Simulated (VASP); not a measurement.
A run of VASP 6.6.1:

The input POSCAR:

```
MgO
1.0
    0.0000000000      2.1433978385      2.1433978385
    2.1433978385      0.0000000000      2.1433978385
    2.1433978385      2.1433978385      0.0000000000
Mg O
1 1
Direct
    0.0000000000      0.0000000000      0.0000000000
    0.5000000000      0.5000000000      0.5000000000
```

File INCAR.step1:

```
SYSTEM = MgO
  ALGO = Normal
  EDIFF = 1E-5
  ENCUT = 660
  GGA = PE
  GGA_COMPAT = .FALSE.
  ISMEAR = 0
  LASPH = .TRUE.
  LCHARG = .FALSE.
  LREAL = .FALSE.
  LWAVE = .TRUE.
  NBANDS = 15
  NELM = 120
  PREC = Accurate
  SIGMA = 0.02
```

The input INCAR.step2:

```
SYSTEM = MgO
  ALGO = Normal
  EDIFF = 1E-6
  ENCUT = 660
  GGA_COMPAT = .FALSE.
  ISIF = 2
  ISMEAR = 0
  ISTART = 1
  LASPH = .TRUE.
  LCHARG = .TRUE.
  LELF = .TRUE.
  LMIXTAU = .TRUE.
  LREAL = .FALSE.
  LVHAR = .TRUE.
  LWAVE = .FALSE.
  METAGGA = R2SCAN
  NBANDS = 15
  NELM = 120
  PREC = Accurate
  SIGMA = 0.02
```

Contents of KPOINTS:

```
k-points
0
G
  10 10 10
  0 0 0
```

Potentials or basis: VASP PAW PBE potentials, release 64 (Mg_sv, O).

Launch:

```console
$ cat potpaw_PBE.64/Mg_sv/POTCAR potpaw_PBE.64/O/POTCAR > POTCAR
$ cp INCAR.step1 INCAR
$ mpirun -np 1 vasp_std > vasp.out
$ cp INCAR.step2 INCAR
$ mpirun -np 1 vasp_std > vasp.out
```

Hardware: 1 thread of Intel(R) Xeon(R) 6975P-C (Granite Rapids) (shared host).

Problem. How long does it take, and how much memory?

Solution. It took 53 s on 1 thread of Intel(R) Xeon(R) 6975P-C (Granite Rapids), on a shared host, peak memory 0.17 GiB. Counts: k points 47.
